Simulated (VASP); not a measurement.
Crystal: CdS.

```xyz
2
Lattice="0.0000 2.9430 2.9430 2.9430 0.0000 2.9430 2.9430 2.9430 0.0000" Properties=species:S:1:pos:R:3 pbc="T T T"
Cd    0.0000    0.0000    0.0000
S     4.4144    4.4144    4.4144
```

* Program: VASP 6.6.1
* Task: relaxation of cell and atoms
* Functional: LDA
* Potentials or basis: VASP PAW LDA potentials, release 64 (Cd_sv_GW, S)
* Cutoff: 630 eV
* k mesh: 8 × 8 × 8
* Occupations: gaussian, width 0.02 eV
* Spin: no spin polarisation

At the start: pressure -3.9 GPa; volume 25.49 Å³/atom.

Question: Where does the relaxation end?

Answer: Over 3 steps the energy falls by 20.8 meV/atom and the volume is 23.88 Å³/atom (-6.3 %); space group F-43m (No. 216, to 0.1 Å) before and after.

Step by step:
```tsv
step	energy change (eV)	largest force (eV/Å)	pressure (GPa)	volume (Å³)
1	0.0000	0.0000	-3.92	50.98
2	-0.0341	0.0000	1.94	46.51
3	-0.0416	0.0000	0.00	47.76
```

Final structure:
```cif
data_structure
_symmetry_space_group_name_H-M 'P 1'
_symmetry_Int_Tables_number 1
_cell_length_a 4.0726
_cell_length_b 4.0726
_cell_length_c 4.0726
_cell_angle_alpha 60.000
_cell_angle_beta 60.000
_cell_angle_gamma 60.000
_cell_volume 47.76
loop_
_atom_site_label
_atom_site_type_symbol
_atom_site_fract_x
_atom_site_fract_y
_atom_site_fract_z
_atom_site_occupancy
Cd1 Cd 0.00000 0.00000 0.00000 1
S1 S 0.75000 0.75000 0.75000 1
```
